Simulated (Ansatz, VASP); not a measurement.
**Two plane-wave programs on InSe**

```
Se In
1.0
     4.02656    0.00000    0.00000
    -2.01328    3.48710    0.00000
     0.00000    0.00000   36.72119
Se In
2 2
Direct
  0.00000 0.00000 0.42665
  0.00000 0.00000 0.57332
  0.66667 0.33333 0.46194
  0.66667 0.33333 0.53804
```

Alike in both runs: functional PBE; dispersion D3(BJ); k mesh 12 × 12 × 1; occupations gaussian, width 0.02 eV; no spin polarisation.

Ansatz relaxed the structure, and its values are those at the end. VASP's run is a single point on that final structure, the one shown.

|  | VASP | Ansatz |
| --- | --- | --- |
| version | VASP 6.6.1 | Ansatz 0.2.0 |
| potentials or method | VASP PAW PBE potentials, release 64 (Se, In_d), cutoff 520 eV | scalar-relativistic, plane waves, PAW |
| valence electrons in the cell | 38 | 58 |

```tsv
	VASP	Ansatz	Ansatz less VASP
gap on the k mesh at the Fermi level (eV)	1.62	1.63	+0.011
least direct gap on the mesh (eV)	1.69	1.70	+0.010
rms of the force components (eV/Å)	0.008	0.000	-0.0072
```

VASP's potentials hold 38 valence electrons a cell and Ansatz's 58, so a difference there can come from the potentials and not from the codes. Ansatz's warnings: xc potential rough in thin density.
